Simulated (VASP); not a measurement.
Runs of VASP 6.6.1 on F. The structure is that of space group C2/m (No. 12), or close to it. The cells are those of the table. 

| level | cell | k mesh | smearing | gap on the mesh (eV) | pressure (GPa) | largest force (eV/Å) |
| --- | --- | --- | --- | --- | --- | --- |
| PBE | a = 3.137, b = 3.137, c = 7.135 Å, angles 100.4, 100.4, 61.6°, 4 atoms | 9 × 9 × 4 | fermi-dirac 0.05 eV | 2.53 | 1.9 | 0.58 |
| PBE | a = 3.180, b = 3.180, c = 7.235 Å, angles 100.4, 100.4, 61.6°, 4 atoms | 9 × 9 × 4 | fermi-dirac 0.05 eV | 2.36 | -0.1 | 0.29 |
| PBE | a = 3.202, b = 3.202, c = 7.284 Å, angles 100.4, 100.4, 61.6°, 4 atoms | 9 × 9 × 4 | fermi-dirac 0.05 eV | (b) | -1.0 | (a) |
| PBE | a = 3.223, b = 3.223, c = 7.332 Å, angles 100.4, 100.4, 61.6°, 4 atoms | 9 × 9 × 4 | fermi-dirac 0.05 eV | 2.21 | -1.8 | 0.87 |
| PBE | a = 3.159, b = 3.159, c = 7.185 Å, angles 100.4, 100.4, 61.6°, 4 atoms | 9 × 9 × 4 | fermi-dirac 0.05 eV | 2.44 | 0.8 | 0.23 |
| PBEsol | a = 3.202, b = 3.202, c = 7.284 Å, angles 100.4, 100.4, 61.6°, 4 atoms | 11 × 11 × 5 | gaussian 0.1 eV | 2.21 | -2.7 | 1.07 |
| PBE | a = 3.244, b = 3.244, c = 7.380 Å, angles 100.4, 100.4, 61.6°, 4 atoms | 9 × 9 × 4 | fermi-dirac 0.05 eV | (c) | (d) | 1.13 |

Alike in all rows: task single point; potentials or basis VASP PAW PBE potentials, release 64 (F); no spin polarisation; cutoff (eV) 520.

Q: Estimate the missing entries.

A: (a) 0.59; (b) 2.28; (c) 2.14; (d) -2.5.

Caveats: the PAW data sets were made with another functional, which shifts forces and pressure a little (some runs); forces of over 1 eV/Å act on the atoms, so gaps and moduli don't describe the material at rest (some runs).

A k mesh can miss the band edges.
